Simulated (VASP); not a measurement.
Na3OsRu:

```
CELL_PARAMETERS angstrom
4.39616 0.00000 0.00000
0.00000 4.39616 0.00000
0.00000 0.00000 4.39616
ATOMIC_POSITIONS crystal
Na 0.00000 0.50000 0.50000
Na 0.50000 0.00000 0.50000
Na 0.50000 0.50000 0.00000
Ru 0.00000 0.00000 0.00000
Os 0.50000 0.50000 0.50000
```

The cell was built from a structure type or drawn by symmetry, and may not be a known phase.

| Item | Value |
| --- | --- |
| Program | VASP 6.6.1 |
| Task | relaxation of cell and atoms |
| Functional | PBE |
| Potentials or basis | VASP PAW PBE potentials, release 64 (Na_pv, Ru_pv, Os) |
| Cutoff | 600 eV |
| k mesh | 4 × 4 × 4 |
| Occupations | gaussian, width 0.1 eV |
| Spin | no spin polarisation |

At the start: pressure 30.8 GPa; volume 16.99 Å³/atom.

Q: How do energy, volume and symmetry change on relaxing?

A: Over 5 steps the energy falls by 760.9 meV/atom and the volume is 30.07 Å³/atom (+77.0 %); space group Pm-3m (No. 221, to 0.1 Å) before and after.

Step by step:
```tsv
step	energy change (eV)	largest force (eV/Å)	pressure (GPa)	volume (Å³)
1	0.0000	0.0000	30.77	84.96
2	-3.6619	0.0000	2.88	131.73
3	-3.7705	0.0000	1.14	141.07
4	-3.7596	0.0000	-1.10	161.04
5	-3.8046	0.0000	-0.08	150.34
```

Final structure:
```
CELL_PARAMETERS angstrom
5.31733 0.00000 0.00000
0.00000 5.31733 0.00000
0.00000 0.00000 5.31733
ATOMIC_POSITIONS crystal
Na 0.00000 0.50000 0.50000
Na 0.50000 0.00000 0.50000
Na 0.50000 0.50000 0.00000
Ru 0.00000 0.00000 0.00000
Os 0.50000 0.50000 0.50000
```

Caveat: the volume moved by over 15 % at a fixed basis, so the end points are rough.
